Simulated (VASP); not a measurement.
# TiSi16 (a cell with a defect) in VASP: a series of runs

Runs on TiSi16 (a cell with a defect). Level: PBEsol. Tasks: single point.

Program: VASP 6.6.1. These are calculated values, not measurements. Logs are shortened: lines on timing, memory, paths and dates and some standing lists are left out, and cuts for length are marked.

**1. The cell of the first run**

The cell holds a defect, 17 atoms: a = 7.679 Å, b = 7.679 Å, c = 7.679 Å, α = 60.00°, β = 60.00°, γ = 60.00°.

**2. Single point, PBEsol**

INCAR reads:

```
SYSTEM = TiSi16
  ALGO = Normal
  EDIFF = 1E-6
  ENCUT = 520
  GGA = PS
  ISIF = 2
  ISMEAR = -1
  LASPH = .TRUE.
  LCHARG = .FALSE.
  LREAL = Auto
  LWAVE = .FALSE.
  NBANDS = 52
  NELM = 60
  PREC = Accurate
  SIGMA = 0.02
```

KPOINTS reads:

```
k-points
0
G
  2 2 2
  0 0 0
```

POSCAR reads:

```
TiSi16
1.0
    0.0000000000      5.4300000000      5.4300000000
    5.4300000000      0.0000000000      5.4300000000
    5.4300000000      5.4300000000      0.0000000000
Si Ti
16 1
Direct
   -0.0419613260     -0.1488858195      0.0504327808
    0.2410313076     -0.0609576427      0.1150092081
   -0.0332872928      0.0744475138      0.4367679558
    0.0770626151      0.0336003683      0.6949263352
    0.0150736648      0.3343186004      0.0149263352
    0.0918232044      0.4805340700      0.1773296501
    0.0216942910      0.4241804788      0.5277900552
    0.1223848987      0.5837845304      0.6558655617
    0.6302854512     -0.1133057090      0.0276151013
    0.5818139963      0.0555709024      0.2591620626
    0.4599723757     -0.1502486188      0.6848526703
    0.6401197053      0.0333793738      0.6668416206
    0.4574125230      0.3795488029      0.0532320442
    0.6527440147      0.4885267035      0.1617311234
    0.5285543278      0.3579281768      0.5145211786
    0.6179742173      0.5125230203      0.6685451197
    0.3707366483      0.7680478821      0.4437937385
```

Potentials or basis: VASP PAW PBE potentials, release 64 (Si, Ti_sv).

The run is started by

```sh
$ cat potpaw_PBE.64/Si/POTCAR potpaw_PBE.64/Ti_sv/POTCAR > POTCAR
$ mpirun -np 1 vasp_std > vasp.out
```

OUTCAR:

```text
SYSTEM = TiSi16
   EDIFF = 1E-6
   ENCUT = 520
   GGA = PS
   ISIF = 2
   ISMEAR = -1
   LASPH = .TRUE.
   LREAL = Auto
   NELM = 60
   PREC = Accurate

 ion  position               nearest neighbor table
   1  0.958  0.851  0.050-   4 2.28   6 2.33   9 2.48  10 2.59   2 2.88
   2  0.241  0.939  0.115-   5 2.56   9 2.57   3 2.61  17 2.64   1 2.88  11 3.13
   3  0.967  0.074  0.437-  12 2.31   4 2.35   2 2.61   5 2.77  17 2.81  15 2.90   6 3.08   8 3.10

   4  0.077  0.034  0.695-   1 2.28   3 2.35   7 2.50  11 2.53  17 2.82
   5  0.015  0.334  0.015-  14 2.31   6 2.44   8 2.44   2 2.56   3 2.77
   6  0.092  0.481  0.177-  13 2.30   7 2.31   1 2.33   5 2.44   3 3.08
   7  0.022  0.424  0.528-   6 2.31   8 2.45   4 2.50  16 2.55
   8  0.122  0.584  0.656-  17 2.36   5 2.44   7 2.45  15 2.65   3 3.10
   9  0.630  0.887  0.028-  12 2.39  10 2.48   1 2.48   2 2.57  14 2.63  17 2.75
  10  0.582  0.056  0.259-  13 2.19   9 2.48   1 2.59  11 2.70  17 2.77
  11  0.460  0.850  0.685-  16 2.29  12 2.34   4 2.53  17 2.67  10 2.70   2 3.13
  12  0.640  0.033  0.667-  15 2.07   3 2.31  11 2.34   9 2.39
  13  0.457  0.380  0.053-  10 2.19   6 2.30  16 2.43  14 2.62
  14  0.653  0.489  0.162-  15 2.22   5 2.31  13 2.62   9 2.63
  15  0.529  0.358  0.515-  12 2.07  14 2.22  16 2.51  17 2.61   8 2.65   3 2.90
  16  0.618  0.513  0.669-  11 2.29  13 2.43  15 2.51   7 2.55  17 2.57
  17  0.371  0.768  0.444-   8 2.36  16 2.57  15 2.61   2 2.64  11 2.67   9 2.75  10 2.77   3 2.81
                             4 2.82

  LATTYP: Found a face centered cubic cell.
 ALAT       =    10.8600000000

  Lattice vectors:

 A1 = (   0.0000000000,   5.4300000000,   5.4300000000)
 A2 = (   5.4300000000,   0.0000000000,   5.4300000000)
 A3 = (   5.4300000000,   5.4300000000,   0.0000000000)

Analysis of symmetry for initial positions (statically):
=====================================================================
 Subroutine PRICEL returns:
 Original cell was already a primitive cell.

 Routine SETGRP: Setting up the symmetry group for a
 face centered cubic supercell.

 Subroutine GETGRP returns: Found  1 space group operations
 (whereof  1 operations were pure point group operations)
 out of a pool of 48 trial point group operations.

The static configuration has the point symmetry C_1 .

Analysis of symmetry for dynamics (positions and initial velocities):
[... 127 lines left out ...]
   NSW    =      0    number of steps for IOM
   IBRION =     -1    ionic relax: 0-MD 1-quasi-New 2-CG
   NFREE  =      0    steps in history (QN), initial steepest desc. (CG)
   ISIF   =      2    stress and relaxation
   ISYM   =      2    0-nonsym 1-usesym 2-fastsym
   POTIM  = 0.5000    time-step for ionic-motion
   TEBEG  =    0.0;   TEEND  =   0.0 temperature during run
   PSTRESS=    0.0 pullay stress
   NELECT =      76.0000    total number of electrons
   NUPDOWN=      -1.0000    fix difference up-down
   EMIN   =  10.00;   EMAX   =-10.00  energy-range for DOS
   EFERMI =   0.00;   METHOD = LEGACY
   ISMEAR =    -1;   SIGMA  =   0.02  broadening in eV -4-tet -1-fermi 0-gaus
   EFERMI_NEDOS =   21; number of points for ismear=-14 and -15
   IALGO  =     38    algorithm
   IMIX   =      4    mixing-type and parameters
     AMIX     =   0.40;   BMIX     =  1.00
     AMIX_MAG =   1.60;   BMIX_MAG =  1.00
  volume/ion in A,a.u.               =      18.84       127.11
  Fermi-wavevector in a.u.,A,eV,Ry     =   1.013607  1.915439 13.978610  1.027399
  Thomas-Fermi vector in A             =   2.146786
   LORBIT       =      0    0 simple, 1 ext, 2 COOP (PROOUT), +10 PAW based schemes
   GGA     = PS    functional components
   LHFCALC =     F    Hartree Fock is set to
   AEXX    =    0.0000 exact exchange contribution
   IVDW    =     0    specifies the selected vdW correction
   LEPSILON=     F    determine dielectric tensor
   LRPA    =     F    only Hartree local field effects (RPA)
 non-spin polarized calculation
  energy-cutoff  :      520.00
  volume of cell :      320.21
 maximum number of plane-waves:      8646
 NGX is ok and might be reduce to    60
   NGX = 29   NGY = 29   NGZ = 29

 number of electron      76.0000000 magnetization

 Free energy of the ion-electron system (eV)
  ---------------------------------------------------
  ext. energy  EPLUGINS =         0.00000000
  ---------------------------------------------------
  free energy    TOTEN  =       -94.30052744 eV

  energy without entropy =      -94.29428268  energy(sigma->0) =      -94.29740506

 E-fermi :   6.5302     XC(G=0):  -9.9832

 val. band max:        6.4670684023   @ k =   0.5000   0.5000   0.5000
 cond. band min:       6.5661991491   @ k =   0.0000   0.5000   0.5000
 fundamental gap:      0.0991307468
 Fermi energy:         6.5301823603

 k-point     1 :       0.0000    0.0000    0.0000
  band No.  band energies     occupation
      1     -50.0943      2.00000
      2     -26.5672      2.00000
      3     -26.4962      2.00000
      4     -26.4656      2.00000
      5      -5.8102      2.00000
      6      -3.7428      2.00000
[... 413 lines left out ...]
     49       9.2922      0.00000
     50       9.6876      0.00000
 [bands above 50 left out]

------------------------ aborting loop because EDIFF is reached ----------------------------------------

  FORCE on cell =-STRESS in cart. coord.  units (eV):
  Direction    XX          YY          ZZ          XY          YZ          ZX
  --------------------------------------------------------------------------------------
  -------------------------------------------------------------------------------------
  Total      -10.4440631      2.2173501      1.1853233     -2.0364948     -7.2247244     -0.3981924
  in kB      -52.2577353     11.0946949      5.9308632    -10.1897707    -36.1495075     -1.9923885
  external PRESSURE =     -11.7440591 kB  Pullay stress =       0.0000000 kB

 VOLUME and BASIS-vectors are now :
 -----------------------------------------------------------------------------
  energy-cutoff  :      520.00
  volume of cell :      320.21
      direct lattice vectors                 reciprocal lattice vectors
     0.000000000  5.430000000  5.430000000    -0.092081031  0.092081031  0.092081031
     5.430000000  0.000000000  5.430000000     0.092081031 -0.092081031  0.092081031
     5.430000000  5.430000000  0.000000000     0.092081031  0.092081031 -0.092081031

 POSITION                                       TOTAL-FORCE (eV/Angst)
 -----------------------------------------------------------------------------------
      4.89540      5.47600      9.82370         1.533281      0.000107      0.160699
      5.72350      1.93330      6.40780         0.206162     -1.095134     -0.536656
      2.77590      7.62090      5.65350        -1.004653      0.445241      0.478385
      3.95590      4.19190      0.60090        -0.218837      0.126462      1.271188
      1.89640      0.16290      1.89720         0.024307      1.035743      0.736179
      3.57220      1.46150      3.10790        -0.360295     -0.409104     -0.305376
[... 9 lines left out ...]
      6.41320      6.98580      6.13860        -0.870537      1.589222     -0.170565
      6.58030      4.42290      6.18360        -0.143340     -0.539238      1.484155
 -----------------------------------------------------------------------------------
    total drift:                                0.007367     -0.007158      0.010790

  FREE ENERGIE OF THE ION-ELECTRON SYSTEM (eV)
  ---------------------------------------------------
  free  energy   TOTEN  =       -94.3005274445 eV

  energy  without entropy=      -94.2942826791  energy(sigma->0) =      -94.29740506
```

stdout:

```text
POSCAR found type information on POSCAR SiTi
 POSCAR found :  2 types and      17 ions
 scaLAPACK will be used
 -----------------------------------------------------------------------------
|                                                                             |
|                                                                             |
|     You enforced a specific xc type in the INCAR file but a different       |
|     I HOPE YOU KNOW WHAT YOU ARE DOING!                                     |
|                                                                             |
 -----------------------------------------------------------------------------

 LDA part: xc-table for (Slater+PW92), standard interpolation
 POSCAR, INCAR and KPOINTS ok, starting setup
 FFT: planning ... GRIDC
 FFT: planning ... GRID_SOFT
 FFT: planning ... GRID
 WAVECAR not read
 entering main loop
```

It took 3.5 min on 1 thread of AMD EPYC 9R45 (Zen 5), shared host; peak memory 0.45 GiB.

What came out:

- Free energy: -94.3005 eV
- Pressure: -1.2 GPa
- Largest force: 4.323 eV/Å
- Band gap on the k mesh: zero (band 38 reaches 6.61 eV, above the bottom of band 39 at 6.45 eV)

Forces in eV/Å, atoms in the order of the input:
```
Si   1.533  0.000  0.161
Si   0.206 -1.095 -0.537
Si  -1.005  0.445  0.478
Si  -0.219  0.126  1.271
Si   0.024  1.036  0.736
Si  -0.360 -0.409 -0.305
Si   0.707  0.221 -1.369
Si  -0.749 -0.228 -1.588
Si  -0.060  0.331 -0.997
Si  -1.538  1.949 -1.055
Si   0.547 -1.230 -0.041
Si  -1.669  2.720 -2.571
Si   0.469 -0.690  2.441
Si  -0.263 -2.121  0.401
Si   3.390 -2.106  1.661
Si  -0.871  1.589 -0.171
Ti  -0.143 -0.539  1.484
```

Caveat: the k points lie up to 0.50 Å⁻¹ apart; the PAW data sets were made with another functional, which shifts forces and pressure a little.

(Part 1 of 3 ends here.)
